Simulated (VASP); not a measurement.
Write the native input for VASP 6.6.1 that does the following.

| Quantity | Value |
| --- | --- |
| Task | single point |
| Functional | PBEsol |
| Potentials or basis | VASP PAW PBE potentials, release 64 (V_sv, Si) |
| Cutoff | 520 eV |
| k mesh | 12 × 12 × 6 |
| Occupations | gaussian, width 0.1 eV |
| Spin | no spin polarisation |
| Dipole correction | no |
| Further INCAR settings | ALGO = Normal; EDIFF = 1e-06; NBANDS = 42 |

The structure of VSi2 lies in POSCAR:

```
VSi2
1.0
    4.6188224216      0.0000000000      0.0000000000
   -2.3094112108      4.0000175527      0.0000000000
    0.0000000000      0.0000000000      6.4234921882
V Si
3 6
Direct
    0.5000000000      0.0000000000      0.0000000000
    0.5000000000      0.5000000000      0.6666666667
    0.0000000000      0.5000000000      0.3333333333
    0.1628733626      0.3257467252      0.0000000000
    0.8371266374      0.1628733626      0.6666666667
    0.6742532748      0.8371266374      0.3333333333
    0.8371266374      0.6742532748      0.0000000000
    0.1628733626      0.8371266374      0.6666666667
    0.3257467252      0.1628733626      0.3333333333
```

This cell differs from its parent crystal: volume scaled by 1.06, then relaxed in part.

One way to write it, as run:

INCAR

```
SYSTEM = VSi2
ALGO = Normal
EDIFF = 1E-6
ENCUT = 520
GGA = PS
ISIF = 2
ISMEAR = 0
LASPH = .TRUE.
LCHARG = .FALSE.
LREAL = .FALSE.
LWAVE = .FALSE.
NBANDS = 42
NELM = 80
PREC = Accurate
SIGMA = 0.1
```

KPOINTS

```
k-points
0
G
  12 12 6
  0 0 0
```

Potentials or basis: VASP PAW PBE potentials, release 64 (V_sv, Si).

The run is started by

```console
$ cat potpaw_PBE.64/V_sv/POTCAR potpaw_PBE.64/Si/POTCAR > POTCAR
$ mpirun -np 1 vasp_std > vasp.out
```

Results of the run:

The pressure is -9.3 GPa.

Caveat: the PAW data sets were made with another functional, which shifts forces and pressure a little.

Wall time 2.9 min on 1 thread of Intel(R) Xeon(R) 6975P-C (Granite Rapids), on a shared host, peak memory 0.41 GiB.
